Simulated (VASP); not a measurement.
Write the native input for VASP 6.6.1 that does the following.

- Task: single point
- Functional: PBE
- Potentials or basis: VASP PAW PBE potentials, release 64 (Si, Mo_sv)
- Cutoff: 520 eV
- k mesh: 12 × 12 × 6
- Occupations: gaussian, width 0.01 eV
- Spin: no spin polarisation
- Dipole correction: no
- Further INCAR settings: ALGO = Normal; EDIFF = 1e-06; NBANDS = 43

The structure of Si2Mo lies in POSCAR:

```
Si2Mo
1.0
    4.6130238168      0.0000000000      0.0000000000
   -2.3065119084      3.9949958136      0.0000000000
    0.0000000000      0.0000000000      6.6094665263
Si Mo
6 3
Direct
    0.1639790379      0.8360209621      0.8333333333
    0.3279580758      0.1639790379      0.1666666667
    0.8360209621      0.6720419242      0.5000000000
    0.8360209621      0.1639790379      0.8333333333
    0.6720419242      0.8360209621      0.1666666667
    0.1639790379      0.3279580758      0.5000000000
    0.5000000000      0.0000000000      0.5000000000
    0.0000000000      0.5000000000      0.1666666667
    0.5000000000      0.5000000000      0.8333333333
```

One way to write it, as run:

INCAR

```
SYSTEM = Si2Mo
PREC = Accurate ; ENCUT = 520
EDIFF = 1E-6 ; ISMEAR = 0
SIGMA = 0.01 ; LREAL = .FALSE.
LASPH = .TRUE. ; NELM = 80
ALGO = Normal ; ISIF = 2
LWAVE = .FALSE. ; LCHARG = .FALSE.
GGA = PE ; NBANDS = 43
```

KPOINTS

```
Automatic mesh
0
G
  12 12 6
  0 0 0
```

Potentials or basis: VASP PAW PBE potentials, release 64 (Si, Mo_sv).

Command:

```sh
$ cat potpaw_PBE.64/Si/POTCAR potpaw_PBE.64/Mo_sv/POTCAR > POTCAR
$ mpirun -np 1 vasp_std > vasp.out
```

Results of the run:

| Quantity | Value |
| --- | --- |
| Pressure | 0.2 GPa |
| Largest force | 0.003 eV/Å |
| Band gap on the k mesh | 0.06 eV, indirect (least direct gap 0.52 eV) |

Run time: 4.7 min on 1 thread of Intel(R) Xeon(R) Platinum 8259CL CPU @ 2.50GHz (Skylake/Cascade Lake), with other jobs on the host, peak memory 0.44 GiB.
